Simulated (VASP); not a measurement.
# SnSe2 (P-3m1) in VASP: notebook

Runs on SnSe2. Level: PBE. Tasks: single point.

All numbers are computed with VASP 6.6.1; they aren't measurements. Logs are shortened: lines on timing, memory, paths and dates and some standing lists are left out, and cuts for length are marked.

## 1. The cell of the first run

It takes space group P-3m1 (No. 164, trigonal). The conventional cell has a = 3.872 Å, b = 3.872 Å, c = 6.553 Å, α = 90.00°, β = 90.00°, γ = 120.00°. Sn (site symmetry -3m) has 6 Se at 2.74 Å within 3.6 Å. Within 3.6 Å of Se (site symmetry 3m) lie 3 Sn at 2.74 Å.

## 2. Single point, PBE (strain along c alone, the other axes held: -6.0 %, then relaxed in part)

File INCAR:

```
PREC     = Accurate       # precision mode
ENCUT    = 520            # plane-wave cutoff, eV
EDIFF    = 1E-6           # SCF threshold, eV
ISMEAR   = 0              # smearing method
SIGMA    = 0.02           # smearing width, eV
LREAL    = F              # projectors in reciprocal space
LASPH    = T              # aspherical terms in the spheres
NELM     = 60             # most SCF steps
ALGO     = Normal         # electronic algorithm
ISIF     = 2              # what is computed and relaxed
LWAVE    = F              # write WAVECAR
LCHARG   = F              # write CHGCAR
GGA      = PE             # functional
NBANDS   = 20             # bands
```

File KPOINTS:

```
Automatic mesh
0
Gamma
  12 12 4
```

File POSCAR:

```
SnSe2
1.0
    3.8716723131      0.0000000000      0.0000000000
   -1.9358361566      3.3529665783      0.0000000000
    0.0000000000      0.0000000000      6.5528349644
Sn Se
1 2
Direct
    0.0000000000      0.0000000000      0.0000000000
    0.6666666667      0.3333333333      0.7569233565
    0.3333333333      0.6666666667      0.2430766435
```

Potentials or basis: VASP PAW PBE potentials, release 64 (Sn_d, Se).

Launch:

```console
> cat potpaw_PBE.64/Sn_d/POTCAR potpaw_PBE.64/Se/POTCAR > POTCAR
> mpirun -np 1 vasp_std > vasp.out
```

OUTCAR:

```text
PREC = Accurate
   ENCUT = 520
   EDIFF = 1E-6
   ISMEAR = 0
   LREAL = F
   LASPH = T
   NELM = 60
   ISIF = 2
   GGA = PE

 ion  position               nearest neighbor table
   1  0.000  0.000  0.000-   2 2.74   3 2.74   2 2.74   3 2.74   2 2.74   3 2.74
   2  0.667  0.333  0.757-   1 2.74   1 2.74   1 2.74
   3  0.333  0.667  0.243-   1 2.74   1 2.74   1 2.74

  LATTYP: Found a hexagonal cell.
 ALAT       =     3.8716723131
 C/A-ratio  =     1.6925076387

  Lattice vectors:

 A1 = (   3.8716723131,   0.0000000000,   0.0000000000)
 A2 = (  -1.9358361566,   3.3529665783,   0.0000000000)
 A3 = (   0.0000000000,   0.0000000000,   6.5528349644)

Analysis of symmetry for initial positions (statically):
=====================================================================
 Subroutine PRICEL returns:
 Original cell was already a primitive cell.

 Routine SETGRP: Setting up the symmetry group for a
 hexagonal supercell.

 Subroutine GETGRP returns: Found 12 space group operations
 (whereof 12 operations were pure point group operations)
 out of a pool of 24 trial point group operations.

The static configuration has the point symmetry D_3d.

Analysis of symmetry for dynamics (positions and initial velocities):
=====================================================================
 Subroutine PRICEL returns:
 Original cell was already a primitive cell.

 Routine SETGRP: Setting up the symmetry group for a
 hexagonal supercell.

 Subroutine GETGRP returns: Found 12 space group operations
 (whereof 12 operations were pure point group operations)
 out of a pool of 24 trial point group operations.

The dynamic configuration has the point symmetry D_3d.

 Subroutine INISYM returns: Found 12 space group operations
 (whereof 12 operations are pure point group operations),
 and found     1 'primitive' translations

----------------------------------------------------------------------------------------

                                     Primitive cell

  volume of cell :      85.0662

  direct lattice vectors                    reciprocal lattice vectors
     3.871672313  0.000000000  0.000000000     0.258286322  0.149121677  0.000000000
    -1.935836157  3.352966578  0.000000000     0.000000000  0.298243355  0.000000000
     0.000000000  0.000000000  6.552834964     0.000000000  0.000000000  0.152605705

  length of vectors
     3.871672313  3.871672313  6.552834964     0.298243355  0.298243355  0.152605705

  position of ions in fractional coordinates (direct lattice)
     0.000000000  0.000000000  0.000000000
     0.666666667  0.333333333  0.756923357
     0.333333333  0.666666667  0.243076643

  ion indices of the primitive-cell ions
   primitive index   ion index
                 1           1
                 2           2
                 3           3

----------------------------------------------------------------------------------------

 KPOINTS: Automatic mesh

Automatic generation of k-mesh.
 Grid dimensions read from file:
 generate k-points for:   12   12    4

 Generating k-lattice:

  Cartesian coordinates                     Fractional coordinates (reciprocal lattice)
     0.021523860  0.012426806  0.000000000     0.083333333  0.000000000  0.000000000
     0.000000000  0.024853613  0.000000000     0.000000000  0.083333333  0.000000000
     0.000000000  0.000000000  0.038151426     0.000000000  0.000000000  0.250000000

  Length of vectors
     0.024853613  0.024853613  0.038151426

  Shift w.r.t. Gamma in fractional coordinates (k-lattice)
     0.000000000  0.000000000  0.000000000

 Subroutine IBZKPT returns following result:
 ===========================================

 Found     69 irreducible k-points:

 Following reciprocal coordinates:
            Coordinates               Weight
  0.000000  0.000000  0.000000      1.000000
  0.083333  0.000000  0.000000      6.000000
  0.166667 -0.000000  0.000000      6.000000
  0.250000 -0.000000  0.000000      6.000000
  0.333333 -0.000000  0.000000      6.000000
  0.416667  0.000000  0.000000      6.000000
[... 16 lines left out ...]
  0.166667 -0.000000  0.250000      6.000000
  0.000000  0.166667  0.250000      6.000000
 [... further k-points ...]
   k-points           NKPTS =     69   k-points in BZ     NKDIM =     69   number of bands    NBANDS=     20
   number of dos      NEDOS =    301   number of ions     NIONS =      3
   total plane-waves  NPLWV =  45000
   dimension x,y,z NGX =    30 NGY =   30 NGZ =   50
   dimension x,y,z NGXF=    60 NGYF=   60 NGZF=  100
   ions per type =               1   2
   NGX,Y,Z   is equivalent  to a cutoff of  12.88, 12.88, 12.69 a.u.
   NGXF,Y,Z  is equivalent  to a cutoff of  25.76, 25.76, 25.37 a.u.
 SYSTEM =  unknown system
   PREC   = accura    normal or accurate (medium, high low for compatibility)
   ISTART =      0    job   : 0-new  1-cont  2-samecut
   ICHARG =      2    charge: 1-file 2-atom 10-const
   ISPIN  =      1    spin polarized calculation?
   LNONCOLLINEAR =      F non collinear calculations
   LSORBIT =      F    spin-orbit coupling
   LASPH  =      T    aspherical Exc in radial PAW
   ENCUT  =  520.0 eV  38.22 Ry    6.18 a.u.   7.20  7.20 12.18*2*pi/ulx,y,z
   NELM   =     60;   NELMIN=  2; NELMDL= -5     # of ELM steps
   EDIFF  = 0.1E-05   stopping-criterion for ELM
   LREAL  =      F    real-space projection
[... 7 lines left out ...]
   TEBEG  =    0.0;   TEEND  =   0.0 temperature during run
   PSTRESS=    0.0 pullay stress
   NELECT =      26.0000    total number of electrons
   NUPDOWN=      -1.0000    fix difference up-down
   EMIN   =  10.00;   EMAX   =-10.00  energy-range for DOS
   EFERMI =   0.00;   METHOD = LEGACY
   ISMEAR =     0;   SIGMA  =   0.02  broadening in eV -4-tet -1-fermi 0-gaus
   EFERMI_NEDOS =   21; number of points for ismear=-14 and -15
   IALGO  =     38    algorithm
   IMIX   =      4    mixing-type and parameters
     AMIX     =   0.40;   BMIX     =  1.00
     AMIX_MAG =   1.60;   BMIX_MAG =  1.00
  volume/ion in A,a.u.               =      28.36       191.35
  Fermi-wavevector in a.u.,A,eV,Ry     =   1.102758  2.083911 16.545711  1.216075
  Thomas-Fermi vector in A             =   2.239206
   LORBIT       =      0    0 simple, 1 ext, 2 COOP (PROOUT), +10 PAW based schemes
   GGA     = PE    functional components
   LHFCALC =     F    Hartree Fock is set to
   AEXX    =    0.0000 exact exchange contribution
   IVDW    =     0    specifies the selected vdW correction
   LEPSILON=     F    determine dielectric tensor
   LRPA    =     F    only Hartree local field effects (RPA)
 non-spin polarized calculation
 Gauss-broadening in eV      SIGMA  =   0.02
  energy-cutoff  :      520.00
  volume of cell :       85.07
 maximum number of plane-waves:      2307
 NGX is ok and might be reduce to    30
   NGX = 15   NGY = 15   NGZ = 25

 number of electron      25.9999994 magnetization

 Free energy of the ion-electron system (eV)
  ---------------------------------------------------
  ext. energy  EPLUGINS =         0.00000000
  ---------------------------------------------------
  free energy    TOTEN  =       -11.86870338 eV

  energy without entropy =      -11.86870338  energy(sigma->0) =      -11.86870338

 E-fermi :   3.2705     XC(G=0):  -8.9794

 val. band max:        3.1298333879   @ k =   0.1667  -0.0000   0.0000
 cond. band min:       3.8287401629   @ k =   0.5000  -0.0000   0.5000
 fundamental gap:      0.6989067750
 Fermi energy:         3.2704957805

 k-point     1 :       0.0000    0.0000    0.0000
  band No.  band energies     occupation
      1     -17.9974      2.00000
      2     -17.9974      2.00000
      3     -17.9657      2.00000
      4     -17.9560      2.00000
      5     -17.9560      2.00000
      6     -10.2837      2.00000
[... 12 lines left out ...]
     19      12.0864      0.00000
     20      12.0874      0.00000

 k-point     2 :       0.0833    0.0000    0.0000
  band No.  band energies     occupation
      1     -17.9997      2.00000
      2     -17.9951      2.00000
      3     -17.9641      2.00000
      4     -17.9576      2.00000
      5     -17.9559      2.00000
      6     -10.2203      2.00000
[... 12 lines left out ...]
     19      11.3977      0.00000
     20      12.2051      0.00000

 k-point     3 :       0.1667   -0.0000    0.0000
  band No.  band energies     occupation
      1     -18.0067      2.00000
      2     -17.9894      2.00000
      3     -17.9627      2.00000
      4     -17.9581      2.00000
      5     -17.9550      2.00000
      6     -10.0348      2.00000
[... 12 lines left out ...]
     19      11.4867      0.00000
     20      12.1908      0.00000

 k-point     4 :       0.2500   -0.0000    0.0000
  band No.  band energies     occupation
      1     -18.0172      2.00000
      2     -17.9833      2.00000
      3     -17.9672      2.00000
      4     -17.9521      2.00000
      5     -17.9512      2.00000
      6      -9.7438      2.00000
[... 12 lines left out ...]
     19      11.5149      0.00000
     20      12.2280      0.00000

 k-point     5 :       0.3333   -0.0000    0.0000
  band No.  band energies     occupation
      1     -18.0285      2.00000
      2     -17.9796      2.00000
      3     -17.9716      2.00000
      4     -17.9466      2.00000
      5     -17.9439      2.00000
      6      -9.3833      2.00000
[... 12 lines left out ...]
     19      12.0076      0.00000
     20      12.4758      0.00000

 k-point     6 :       0.4167    0.0000    0.0000
  band No.  band energies     occupation
      1     -18.0370      2.00000
      2     -17.9784      2.00000
      3     -17.9746      2.00000
      4     -17.9411      2.00000
      5     -17.9385      2.00000
      6      -9.0267      2.00000
[... 12 lines left out ...]
     19      12.3617      0.00000
     20      13.1253      0.00000

 k-point     7 :       0.5000   -0.0000    0.0000
  band No.  band energies     occupation
      1     -18.0402      2.00000
      2     -17.9781      2.00000
      3     -17.9757      2.00000
      4     -17.9389      2.00000
      5     -17.9365      2.00000
      6      -8.8417      2.00000
[... 12 lines left out ...]
     19      12.6239      0.00000
     20      13.2128      0.00000
[... 277 lines left out ...]
 k-point    20 :       0.0000    0.0000    0.2500
  band No.  band energies     occupation
      1     -17.9974      2.00000
      2     -17.9974      2.00000
      3     -17.9656      2.00000
      4     -17.9560      2.00000
      5     -17.9560      2.00000
      6     -10.2347      2.00000
[... 12 lines left out ...]
     19      11.7100      0.00000
     20      11.8840      0.00000

 k-point    21 :       0.0833    0.0000    0.2500
  band No.  band energies     occupation
      1     -17.9997      2.00000
      2     -17.9951      2.00000
      3     -17.9640      2.00000
      4     -17.9576      2.00000
      5     -17.9559      2.00000
      6     -10.1716      2.00000
[... 12 lines left out ...]
     19      11.2512      0.00000
     20      12.1190      0.00000

 k-point    22 :       0.0000    0.0833    0.2500
  band No.  band energies     occupation
      1     -17.9997      2.00000
      2     -17.9951      2.00000
      3     -17.9640      2.00000
      4     -17.9576      2.00000
      5     -17.9559      2.00000
      6     -10.1716      2.00000
[... 12 lines left out ...]
     19      11.3621      0.00000
     20      11.9332      0.00000

 k-point    23 :       0.1667   -0.0000    0.2500
  band No.  band energies     occupation
      1     -18.0067      2.00000
      2     -17.9894      2.00000
      3     -17.9627      2.00000
      4     -17.9581      2.00000
      5     -17.9550      2.00000
      6      -9.9873      2.00000
[... 12 lines left out ...]
     19      11.4001      0.00000
     20      12.2394      0.00000

 k-point    24 :       0.0000    0.1667    0.2500
  band No.  band energies     occupation
      1     -18.0067      2.00000
      2     -17.9894      2.00000
      3     -17.9627      2.00000
      4     -17.9580      2.00000
      5     -17.9550      2.00000
      6      -9.9872      2.00000
[... 12 lines left out ...]
     19      11.2834      0.00000
     20      11.9123      0.00000

 [... further k-points ...]

------------------------ aborting loop because EDIFF is reached ----------------------------------------

  FORCE on cell =-STRESS in cart. coord.  units (eV):
  Direction    XX          YY          ZZ          XY          YZ          ZX
  --------------------------------------------------------------------------------------
  -------------------------------------------------------------------------------------
  Total        0.1506941      0.1506941      0.2439497     -0.0000000      0.0000000      0.0000000
  in kB        2.8382438      2.8382438      4.5946653     -0.0000000      0.0000000      0.0000000
  external PRESSURE =       3.4237176 kB  Pullay stress =       0.0000000 kB

 VOLUME and BASIS-vectors are now :
 -----------------------------------------------------------------------------
  energy-cutoff  :      520.00
  volume of cell :       85.07
      direct lattice vectors                 reciprocal lattice vectors
     3.871672313  0.000000000  0.000000000     0.258286322  0.149121677  0.000000000
    -1.935836157  3.352966578  0.000000000     0.000000000  0.298243355  0.000000000
     0.000000000  0.000000000  6.552834964     0.000000000  0.000000000  0.152605705

 POSITION                                       TOTAL-FORCE (eV/Angst)
 -----------------------------------------------------------------------------------
      0.00000      0.00000      0.00000         0.000000      0.000000      0.000000
      1.93584      1.11766      4.95999         0.000000      0.000000     -0.013961
     -0.00000      2.23531      1.59284        -0.000000      0.000000      0.013961
 -----------------------------------------------------------------------------------
    total drift:                               -0.000000     -0.000000      0.000000

  FREE ENERGIE OF THE ION-ELECTRON SYSTEM (eV)
  ---------------------------------------------------
  free  energy   TOTEN  =       -11.8687033835 eV

  energy  without entropy=      -11.8687033835  energy(sigma->0) =      -11.86870338
```

It took 3 min on 1 thread of Intel Xeon 8259CL, shared host; peak memory 0.24 GiB.

What came out:

```
Free energy            : -11.8687 eV
Pressure               : 0.3 GPa
Largest force          : 0.014 eV/Å
Band gap on the k mesh : 0.70 eV (least direct gap 1.12 eV)
```

Forces in eV/Å, atoms in the order of the input:
```
Sn   0.000  0.000  0.000
Se   0.000  0.000 -0.014
Se   0.000  0.000  0.014
```

Levels at points of the mesh, in eV from the valence-band top:
| k point | band 9 | band 10 | band 11 | band 12 | band 13 | band 14 | band 15 | band 16 | band 17 | band 18 |
| --- | --- | --- | --- | --- | --- | --- | --- | --- | --- | --- |
| (0.00, 0.00, 0.00) | -0.48 | -0.48 | -0.26 | -0.17 | -0.17 | 0.98 | 3.08 | 4.60 | 4.60 | 7.75 |
| (0.50, 0.00, 0.00) | -4.12 | -2.55 | -2.24 | -0.95 | -0.24 | 1.04 | 3.82 | 5.42 | 5.58 | 6.54 |
| (0.00, 0.00, 0.50) | -1.74 | -0.54 | -0.54 | -0.08 | -0.08 | 2.18 | 2.98 | 4.45 | 4.45 | 8.14 |
| (0.50, 0.00, 0.50) | -4.40 | -2.14 | -1.94 | -0.67 | -0.47 | 0.70 | 4.21 | 4.81 | 5.83 | 5.95 |

Caveat: the cell differs from its parent crystal (strain along c alone, the other axes held: -6.0 %, then relaxed in part); semilocal functionals underestimate gaps, and a narrow one can read as zero; spin-orbit coupling is left out, which moves the levels of the heavy elements; this functional lacks dispersion, which binds layers or chains, so the pressure and a relaxed spacing across them are unreliable.

## 3. Single point, PBE

File INCAR:

```
SYSTEM = SnSe2
PREC     = Accurate       ! precision mode
ENCUT    = 520            ! plane-wave cutoff, eV
EDIFF    = 1E-7           ! SCF threshold, eV
ISMEAR   = 0              ! smearing method
SIGMA    = 0.02           ! smearing width, eV
LREAL    = .False.        ! projectors in reciprocal space
LASPH    = .True.         ! aspherical terms in the spheres
NELM     = 80             ! most SCF steps
ALGO     = Normal         ! electronic algorithm
ISIF     = 2              ! what is computed and relaxed
LWAVE    = .False.        ! write WAVECAR
LCHARG   = .True.         ! write CHGCAR
GGA      = PE             ! functional
LELF     = .True.         ! ELF
LVHAR    = .True.       
NBANDS   = 20             ! bands
```

File KPOINTS:

```
regular mesh
0
Gamma
  12 12 4
  0 0 0
```

POSCAR is that of step 2.

Potentials or basis: VASP PAW PBE potentials, release 64 (Sn_d, Se).

Launch:

```console
> cat potpaw_PBE.64/Sn_d/POTCAR potpaw_PBE.64/Se/POTCAR > POTCAR
> mpirun -np 1 vasp_std > vasp.out
```

OUTCAR:

```text
SYSTEM = SnSe2
   PREC = Accurate
   ENCUT = 520
   EDIFF = 1E-7
   ISMEAR = 0
   LREAL = .False.
   LASPH = .True.
   NELM = 80
   ISIF = 2
   GGA = PE

 ion  position               nearest neighbor table
   1  0.000  0.000  0.000-   2 2.74   3 2.74   2 2.74   3 2.74   2 2.74   3 2.74
   2  0.667  0.333  0.757-   1 2.74   1 2.74   1 2.74
   3  0.333  0.667  0.243-   1 2.74   1 2.74   1 2.74

  LATTYP: Found a hexagonal cell.
 ALAT       =     3.8716723131
 C/A-ratio  =     1.6925076387

  Lattice vectors:
[... 744 lines left out ...]

  FORCE on cell =-STRESS in cart. coord.  units (eV):
  Direction    XX          YY          ZZ          XY          YZ          ZX
  --------------------------------------------------------------------------------------
  -------------------------------------------------------------------------------------
  Total        0.1486710      0.1486710      0.2416323     -0.0000000      0.0000000      0.0000000
  in kB        2.8001401      2.8001401      4.5510170     -0.0000000      0.0000000      0.0000000
  external PRESSURE =       3.3837657 kB  Pullay stress =       0.0000000 kB

 VOLUME and BASIS-vectors are now :
 -----------------------------------------------------------------------------
  energy-cutoff  :      520.00
  volume of cell :       85.07
      direct lattice vectors                 reciprocal lattice vectors
     3.871672313  0.000000000  0.000000000     0.258286322  0.149121677  0.000000000
    -1.935836157  3.352966578  0.000000000     0.000000000  0.298243355  0.000000000
     0.000000000  0.000000000  6.552834964     0.000000000  0.000000000  0.152605705

 POSITION                                       TOTAL-FORCE (eV/Angst)
 -----------------------------------------------------------------------------------
      0.00000      0.00000      0.00000         0.000000      0.000000      0.000000
      1.93584      1.11766      4.95999        -0.000000      0.000000     -0.014240
     -0.00000      2.23531      1.59284         0.000000     -0.000000      0.014240
 -----------------------------------------------------------------------------------
    total drift:                               -0.000000     -0.000000      0.000000

  FREE ENERGIE OF THE ION-ELECTRON SYSTEM (eV)
  ---------------------------------------------------
  free  energy   TOTEN  =       -11.8687043038 eV

  energy  without entropy=      -11.8687043038  energy(sigma->0) =      -11.86870430
```

stdout:

```text
POSCAR found type information on POSCAR SnSe
 POSCAR found :  2 types and       3 ions
 scaLAPACK will be used
 LDA part: xc-table for (Slater+PW92), standard interpolation
 POSCAR, INCAR and KPOINTS ok, starting setup
 FFT: planning ... GRIDC
 FFT: planning ... GRID_SOFT
 FFT: planning ... GRID
 WAVECAR not read
 entering main loop
```

Run time: 3.9 min. Hardware: 1 thread of Intel Xeon 8259CL, shared host; peak memory 0.25 GiB.

What came out:

```
Free energy            : -11.8687 eV
Pressure               : 0.3 GPa
Largest force          : 0.014 eV/Å
Band gap on the k mesh : 0.70 eV (least direct gap 1.12 eV)
```

Forces on the atoms (eV/Å):
```
Sn   0.000  0.000  0.000
Se   0.000  0.000 -0.014
Se   0.000  0.000  0.014
```

Stress tensor (GPa, compression positive):
```
0.28 0.00 0.00
0.00 0.28 0.00
0.00 0.00 0.46
```

Caveat: semilocal functionals underestimate gaps, and a narrow one can read as zero; spin-orbit coupling is left out, which moves the levels of the heavy elements; this functional lacks dispersion, which binds layers or chains, so the pressure and a relaxed spacing across them are unreliable. A k mesh can miss the band edges.

[end of part 1 of 2]
